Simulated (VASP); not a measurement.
Fe, 1 atom in the cell. It takes space group Im-3m (No. 229, cubic). The conventional cell has a = 2.886 Å, b = 2.886 Å, c = 2.886 Å, α = 90.00°, β = 90.00°, γ = 90.00°. Within 3.3 Å of Fe (site symmetry m-3m) lie 14 Fe at 2.50 to 2.89 Å. 

| Property | Result |
| --- | --- |
| Program | VASP 6.6.1 |
| Task | single point |
| Functional | PBE |
| Potentials or basis | VASP PAW PBE potentials, release 64 (Fe) |
| Cutoff | 520 eV |
| k mesh | 13 × 13 × 13 |
| Occupations | fermi-dirac, width 0.05 eV |
| Spin | collinear spin, ferromagnetic start |
| Starting moments | [3.0] μB |
| Dipole correction | no |
| Further INCAR settings | ALGO = Normal; EDIFF = 1e-06; NBANDS = 14 |

Potentials or basis: VASP PAW PBE potentials, release 64 (Fe).

Command:

```console
$ cat potpaw_PBE.64/Fe/POTCAR > POTCAR
$ mpirun -np 1 vasp_std > vasp.out
```

Hardware: 1 thread of Intel(R) Xeon(R) 6975P-C (Granite Rapids), on a shared host.

How long does it take, and how much memory?

Wall time 16 s on 1 thread of Intel(R) Xeon(R) 6975P-C (Granite Rapids) (shared host), peak memory 0.14 GiB. Counts: scf iterations 13, k points 84.
